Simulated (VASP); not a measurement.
# Al2O3 (P-3m1) in VASP: a series of runs

Al2O3 is run at these levels: PBEsol; tasks: single point, relaxation of cell and atoms.

All numbers are computed with VASP 6.6.1; they aren't measurements. Logs are shortened: lines on timing, memory, paths and dates and some standing lists are left out, and cuts for length are marked.

**1. The cell of the first run**

Symmetry: P-3m1, No. 164, trigonal system. The conventional cell has a = 2.989 Å, b = 2.989 Å, c = 7.973 Å, α = 90.00°, β = 90.00°, γ = 120.00°. Al (site symmetry 3m) has 4 O at 1.67 to 1.82 Å within 2.2 Å. O (site symmetry 3m) has 3 Al at 1.82 Å within 2.4 Å. O (site symmetry -3m) has 2 Al at 1.67 Å within 2.2 Å.

**2. Single point, PBEsol**

INCAR reads:

```
SYSTEM = Al2O3
PREC = Accurate
ENCUT = 520
EDIFF = 1E-6
ISMEAR = 0
SIGMA = 0.02
LREAL = .False.
LASPH = .True.
NELM = 80
ALGO = Normal
ISIF = 2
LWAVE = .False.
LCHARG = .False.
GGA = PS
NBANDS = 20
```

KPOINTS reads:

```
regular mesh
0
Gamma
  12 12 4
  0 0 0
```

POSCAR reads:

```
Al2O3
1.0
    2.9885025275      0.0000000000      0.0000000000
   -1.4942512638      2.5881191081      0.0000000000
    0.0000000000      0.0000000000      7.9726373128
Al O
2 3
Direct
    0.0000000000      0.0000000000      0.2903828020
    0.0000000000      0.0000000000      0.7096171980
    0.3333333333      0.6666666667      0.2158482616
    0.6666666667      0.3333333333      0.7841517384
    0.0000000000      0.0000000000      0.5000000000
```

Potentials or basis: VASP PAW PBE potentials, release 64 (Al, O).

Run with:

```
> cat potpaw_PBE.64/Al/POTCAR potpaw_PBE.64/O/POTCAR > POTCAR
> mpirun -np 1 vasp_std > vasp.out
```

OUTCAR:

```text
SYSTEM = Al2O3
   PREC = Accurate
   ENCUT = 520
   EDIFF = 1E-6
   ISMEAR = 0
   LREAL = .False.
   LASPH = .True.
   NELM = 80
   ISIF = 2
   GGA = PS

 ion  position               nearest neighbor table
   1  0.000  0.000  0.290-   5 1.67   3 1.82   3 1.82   3 1.82   2 3.34
   2  0.000  0.000  0.710-   5 1.67   4 1.82   4 1.82   4 1.82   1 3.34
   3  0.333  0.667  0.216-   1 1.82   1 1.82   1 1.82
   4  0.667  0.333  0.784-   2 1.82   2 1.82   2 1.82
   5  0.000  0.000  0.500-   1 1.67   2 1.67

  LATTYP: Found a hexagonal cell.
 ALAT       =     2.9885025275
 C/A-ratio  =     2.6677699749

  Lattice vectors:

 A1 = (   2.9885025275,   0.0000000000,   0.0000000000)
 A2 = (  -1.4942512638,   2.5881191081,   0.0000000000)
 A3 = (   0.0000000000,   0.0000000000,   7.9726373128)

Analysis of symmetry for initial positions (statically):
=====================================================================
 Subroutine PRICEL returns:
 Original cell was already a primitive cell.

 Routine SETGRP: Setting up the symmetry group for a
 hexagonal supercell.

 Subroutine GETGRP returns: Found 12 space group operations
 (whereof 12 operations were pure point group operations)
 out of a pool of 24 trial point group operations.

The static configuration has the point symmetry D_3d.

Analysis of symmetry for dynamics (positions and initial velocities):
=====================================================================
 Subroutine PRICEL returns:
 Original cell was already a primitive cell.

 Routine SETGRP: Setting up the symmetry group for a
 hexagonal supercell.

 Subroutine GETGRP returns: Found 12 space group operations
 (whereof 12 operations were pure point group operations)
 out of a pool of 24 trial point group operations.

The dynamic configuration has the point symmetry D_3d.

 Subroutine INISYM returns: Found 12 space group operations
 (whereof 12 operations are pure point group operations),
 and found     1 'primitive' translations

----------------------------------------------------------------------------------------

                                     Primitive cell

  volume of cell :      61.6652

  direct lattice vectors                    reciprocal lattice vectors
     2.988502528  0.000000000  0.000000000     0.334615745  0.193190491  0.000000000
    -1.494251264  2.588119108  0.000000000     0.000000000  0.386380981  0.000000000
[... 88 lines left out ...]
   LASPH  =      T    aspherical Exc in radial PAW
   ENCUT  =  520.0 eV  38.22 Ry    6.18 a.u.   5.56  5.56 14.82*2*pi/ulx,y,z
   NELM   =     80;   NELMIN=  2; NELMDL= -5     # of ELM steps
   EDIFF  = 0.1E-05   stopping-criterion for ELM
   LREAL  =      F    real-space projection
   EDIFFG = 0.1E-04   stopping-criterion for IOM
   NSW    =      0    number of steps for IOM
   IBRION =     -1    ionic relax: 0-MD 1-quasi-New 2-CG
   NFREE  =      0    steps in history (QN), initial steepest desc. (CG)
   ISIF   =      2    stress and relaxation
   ISYM   =      2    0-nonsym 1-usesym 2-fastsym
   POTIM  = 0.5000    time-step for ionic-motion
   TEBEG  =    0.0;   TEEND  =   0.0 temperature during run
   PSTRESS=    0.0 pullay stress
   NELECT =      24.0000    total number of electrons
   NUPDOWN=      -1.0000    fix difference up-down
   EMIN   =  10.00;   EMAX   =-10.00  energy-range for DOS
   EFERMI =   0.00;   METHOD = LEGACY
   ISMEAR =     0;   SIGMA  =   0.02  broadening in eV -4-tet -1-fermi 0-gaus
   EFERMI_NEDOS =   21; number of points for ismear=-14 and -15
   IALGO  =     38    algorithm
   IMIX   =      4    mixing-type and parameters
     AMIX     =   0.40;   BMIX     =  1.00
     AMIX_MAG =   1.60;   BMIX_MAG =  1.00
  volume/ion in A,a.u.               =      12.33        83.23
  Fermi-wavevector in a.u.,A,eV,Ry     =   1.195268  2.258729 19.438174  1.428666
  Thomas-Fermi vector in A             =   2.331238
   LORBIT       =      0    0 simple, 1 ext, 2 COOP (PROOUT), +10 PAW based schemes
   GGA     = PS    functional components
   LHFCALC =     F    Hartree Fock is set to
   AEXX    =    0.0000 exact exchange contribution
   IVDW    =     0    specifies the selected vdW correction
   LEPSILON=     F    determine dielectric tensor
   LRPA    =     F    only Hartree local field effects (RPA)
 non-spin polarized calculation
 Gauss-broadening in eV      SIGMA  =   0.02
  energy-cutoff  :      520.00
  volume of cell :       61.67
 maximum number of plane-waves:      1698
 NGX is ok and might be reduce to    24
   NGX = 11   NGY = 11   NGZ = 29

 number of electron      24.0000005 magnetization

 Free energy of the ion-electron system (eV)
  ---------------------------------------------------
  ext. energy  EPLUGINS =         0.00000000
  ---------------------------------------------------
  free energy    TOTEN  =       -37.74794476 eV

  energy without entropy =      -37.74794476  energy(sigma->0) =      -37.74794476

 E-fermi :   3.5517     XC(G=0):  -9.6364

 val. band max:        3.4371356339   @ k =   0.0000   0.0000   0.0000
 cond. band min:       5.8321195738   @ k =   0.0000   0.0000   0.0000
 fundamental gap:      2.3949839399
 Fermi energy:         3.5516834183

 k-point     1 :       0.0000    0.0000    0.0000
  band No.  band energies     occupation
      1     -16.2332      2.00000
      2     -16.0855      2.00000
      3     -13.4352      2.00000
      4      -2.5900      2.00000
      5      -1.0065      2.00000
      6      -0.3354      2.00000
[... 541 lines left out ...]
     19      15.8446      0.00000
     20      16.2028      0.00000

 [... further k-points ...]
[... 5 lines left out ...]
  --------------------------------------------------------------------------------------
  -------------------------------------------------------------------------------------
  Total        0.0390868      0.0390868      0.2540223     -0.0000000      0.0000000      0.0000000
  in kB        1.0155500      1.0155500      6.5999794     -0.0000000      0.0000000      0.0000000
  external PRESSURE =       2.8770265 kB  Pullay stress =       0.0000000 kB

 VOLUME and BASIS-vectors are now :
 -----------------------------------------------------------------------------
  energy-cutoff  :      520.00
  volume of cell :       61.67
      direct lattice vectors                 reciprocal lattice vectors
     2.988502528  0.000000000  0.000000000     0.334615745  0.193190491  0.000000000
    -1.494251264  2.588119108  0.000000000     0.000000000  0.386380981  0.000000000
     0.000000000  0.000000000  7.972637313     0.000000000  0.000000000  0.125429009

 POSITION                                       TOTAL-FORCE (eV/Angst)
 -----------------------------------------------------------------------------------
      0.00000      0.00000      2.31512        -0.000000     -0.000000     -0.090747
      0.00000      0.00000      5.65752         0.000000      0.000000      0.090747
     -0.00000      1.72541      1.72088        -0.000000      0.000000     -0.001370
      1.49425      0.86271      6.25176         0.000000     -0.000000      0.001370
      0.00000      0.00000      3.98632         0.000000      0.000000      0.000000
 -----------------------------------------------------------------------------------
    total drift:                                0.000000     -0.000000      0.000000

  FREE ENERGIE OF THE ION-ELECTRON SYSTEM (eV)
  ---------------------------------------------------
  free  energy   TOTEN  =       -37.7479447611 eV

  energy  without entropy=      -37.7479447611  energy(sigma->0) =      -37.74794476
```

Run time: 69 s. Hardware: 1 thread of Intel Xeon Platinum 8259CL at 2.50GHz (Skylake/Cascade Lake), shared host; peak memory 0.21 GiB.

What came out:

* Free energy: -37.7479 eV
* Pressure: 0.3 GPa
* Largest force: 0.091 eV/Å
* Band gap on the k mesh: 2.40 eV, direct

Forces on the atoms (eV/Å):
```
Al   0.000  0.000 -0.091
Al   0.000  0.000  0.091
O    0.000  0.000 -0.001
O    0.000  0.000  0.001
O    0.000  0.000  0.000
```

Stress tensor (GPa, compression positive):
```
0.10 0.00 0.00
0.00 0.10 0.00
0.00 0.00 0.66
```

Caveat: the PAW data sets were made with another functional, which shifts forces and pressure a little.

**3. Relaxation of cell and atoms, PBEsol**

This run uses another cell than the first one, of 11.95 Å³/atom, 0.969 times its volume.

INCAR reads:

```
ALGO = Normal ; EDIFF = 1E-7
EDIFFG = -0.005 ; ENCUT = 600
GGA = PS ; IBRION = 2
ISIF = 3 ; ISMEAR = 0
LASPH = T ; LCHARG = F
LREAL = F ; LWAVE = F
NELM = 80 ; NSW = 100
PREC = Accurate ; SIGMA = 0.02
```

KPOINTS reads:

```
k-points
0
Gamma
  12 12 4
```

POSCAR reads:

```
Al2O3
1.0
    3.0174825440      0.0000000000      0.0000000000
   -1.5087412720      2.6132165386      0.0000000000
    0.0000000000      0.0000000000      7.5746360022
Al O
2 3
Direct
    0.0000000000      0.0000000000      0.2779510000
    0.0000000000      0.0000000000      0.7220490000
    0.3333333300      0.6666666700      0.1994540000
    0.6666666700      0.3333333300      0.8005460000
    0.0000000000      0.0000000000      0.5000000000
```

Potentials or basis: VASP PAW PBE potentials, release 64 (Al, O).

Run with:

```
> cat potpaw_PBE.64/Al/POTCAR potpaw_PBE.64/O/POTCAR > POTCAR
> mpirun -np 1 vasp_std > vasp.out
```

Wall time 14 min (1 thread of Intel Xeon Platinum 8259CL at 2.50GHz (Skylake/Cascade Lake), shared host); peak memory 0.23 GiB.

The run converged. Its results:

| Property | Result |
| --- | --- |
| Free energy | -37.7553 eV |
| Relaxed volume | 11.93 Å³/atom |
| Relaxed cell | a = 2.988 Å, b = 2.988 Å, c = 7.711 Å, α = 90.00°, β = 90.00°, γ = 120.00° |
| Space group after relaxing (to 0.05 Å) | P-3m1 (No. 164) |
| Energy gained by relaxing | 3.7 meV/atom |
| Ionic steps | 25 |
| Pressure after relaxing | 0.0 GPa |
| Largest force after relaxing | 0.004 eV/Å |
| Band gap on the k mesh | 2.34 eV, direct |

Forces on the atoms (eV/Å):
```
Al   0.000  0.000 -0.004
Al   0.000  0.000  0.004
O    0.000  0.000 -0.002
O    0.000  0.000  0.002
O    0.000  0.000  0.000
```

Step by step:
| step | energy change (eV) | largest force (eV/Å) | pressure (GPa) | volume (Å³) |
| --- | --- | --- | --- | --- |
| 1 | 0.0000 | 0.1893 | -3.70 | 59.73 |
| 2 | -0.0039 | 0.2144 | 3.62 | 57.38 |
| 3 | -0.0166 | 0.0660 | 0.07 | 58.45 |
| 4 | -0.0160 | 0.2628 | -0.05 | 58.39 |
| 5 | -0.0172 | 0.0715 | 0.02 | 58.43 |
| 6 | -0.0175 | 0.0156 | 0.02 | 58.42 |
| 7 | -0.0175 | 0.0187 | 0.02 | 58.42 |
| 8 | -0.0176 | 0.0178 | 0.04 | 58.43 |
| 9 | -0.0177 | 0.0151 | 0.07 | 58.47 |
| 10 | -0.0178 | 0.0097 | 0.15 | 58.54 |
| 11 | -0.0181 | 0.0200 | 0.29 | 58.69 |
| 12 | -0.0182 | 0.0529 | 0.59 | 58.98 |
| 13 | -0.0182 | 0.0518 | 0.58 | 58.98 |
| 14 | -0.0182 | 0.0496 | 0.57 | 59.00 |
| 15 | -0.0182 | 0.0452 | 0.56 | 59.02 |
| 16 | -0.0183 | 0.0364 | 0.51 | 59.08 |
| 17 | -0.0184 | 0.0269 | 0.45 | 59.18 |
| 18 | -0.0185 | 0.0290 | 0.31 | 59.40 |
| 19 | -0.0184 | 0.0827 | 0.05 | 59.83 |
| 20 | -0.0186 | 0.0339 | 0.23 | 59.52 |
| 21 | -0.0186 | 0.0240 | 0.19 | 59.55 |
| 22 | -0.0187 | 0.0099 | 0.09 | 59.60 |
| 23 | -0.0186 | 0.0412 | -0.10 | 59.70 |
| 24 | -0.0187 | 0.0098 | 0.04 | 59.63 |
| 25 | -0.0187 | 0.0041 | 0.02 | 59.63 |

Final structure:
```yaml
crystal:
  lattice:
    - [2.98832, 0.00000, 0.00000]
    - [-1.49416, 2.58796, 0.00000]
    - [0.00000, 0.00000, 7.71104]
  atoms:
    - { symbol: Al, position: [0.00000, 0.00000, 0.28300] }
    - { symbol: Al, position: [0.00000, 0.00000, 0.71700] }
    - { symbol: O, position: [0.33333, 0.66667, 0.20606] }
    - { symbol: O, position: [0.66667, 0.33333, 0.79394] }
    - { symbol: O, position: [0.00000, 0.00000, 0.50000] }
```

Levels at points of the mesh, in eV from the valence-band top:
```
           k point  band 8  band 9  band 10  band 11  band 12  band 13  band 14  band 15  band 16
(0.00, 0.00, 0.00)   -3.80   -3.80    -2.50     0.00     0.00     2.34     4.29     7.22    10.11
(0.50, 0.00, 0.00)   -4.40   -3.62    -3.25    -1.86    -0.51     4.51     6.11     8.25     8.90
(0.00, 0.00, 0.50)   -3.80   -3.80    -3.15     0.00     0.00     3.29     3.30     8.07     8.45
(0.50, 0.00, 0.50)   -4.45   -3.55    -3.43    -1.80    -0.51     4.89     5.60     8.15     8.62
```

Caveat: the PAW data sets were made with another functional, which shifts forces and pressure a little. A k mesh can miss the band edges.
